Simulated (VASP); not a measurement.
Set up this calculation in VASP 6.6.1, as the native input.

```yaml
Task: relaxation of cell and atoms
Functional: PBE
Potentials_or_basis: VASP PAW PBE potentials, release 64 (Al, W_sv)
Cutoff: 500 eV
k_mesh: 6 × 6 × 6
Occupations: gaussian, width 0.1 eV
Spin: no spin polarisation
Dipole_correction: no
Further_INCAR_settings: ALGO = Normal; EDIFF = 1e-07; IBRION = 2; EDIFFG = -0.04; NSW = 90; ISIF = 3
```

The structure of Al3W lies in POSCAR:

```
Al3W
1.0
    0.0000000000      3.1403098511      3.1403098511
    3.1403098511      0.0000000000      3.1403098511
    3.1403098511      3.1403098511      0.0000000000
Al W
3 1
Direct
    0.5000000000      0.5000000000      0.5000000000
    0.2500000000      0.2500000000      0.2500000000
    0.7500000000      0.7500000000      0.7500000000
    0.0000000000      0.0000000000      0.0000000000
```

The cell was built from a structure type or drawn by symmetry, and may not be a known phase.

The input as run:

INCAR

```
PREC     = Accurate       # precision mode
ENCUT    = 500            # plane-wave cutoff, eV
EDIFF    = 1E-7           # SCF threshold, eV
ISMEAR   = 0              # smearing method
SIGMA    = 0.1            # smearing width, eV
LREAL    = False          # projectors in reciprocal space
LASPH    = True           # aspherical terms in the spheres
NELM     = 120            # most SCF steps
ALGO     = Normal         # electronic algorithm
ISIF     = 3              # what is computed and relaxed
LWAVE    = False          # write WAVECAR
LCHARG   = False          # write CHGCAR
GGA      = PE             # functional
IBRION   = 2              # ionic algorithm
NSW      = 90             # ionic steps
EDIFFG   = -0.04          # ionic threshold
GGA_COMPAT= False        
NELMIN   = 4
```

KPOINTS

```
Automatic mesh
0
Gamma
  6 6 6
```

Potentials or basis: VASP PAW PBE potentials, release 64 (Al, W_sv).

Command:

```console
$ cat potpaw_PBE.64/Al/POTCAR potpaw_PBE.64/W_sv/POTCAR > POTCAR
$ mpirun -np 1 vasp_std > vasp.out
```

It gave:

```
Relaxed volume                        : 15.38 Å³/atom
Relaxed cell                          : a = 4.431 Å, b = 4.431 Å, c = 4.431 Å, α = 60.00°, β = 60.00°, γ = 60.00°
Space group after relaxing (to 0.1 Å) : Fm-3m (No. 225)
Energy gained by relaxing             : 0.0 meV/atom
Ionic steps                           : 2
Pressure after relaxing               : 0.4 GPa
Band gap on the k mesh                : zero (an odd number of electrons rules out a gap without spin polarisation)
```

Caveat: spin-orbit coupling is left out, which moves the levels of the heavy elements.

Wall time 18 s on 1 thread of Intel(R) Xeon(R) Platinum 8259CL CPU @ 2.50GHz (Skylake/Cascade Lake), on a shared host, peak memory 0.19 GiB.
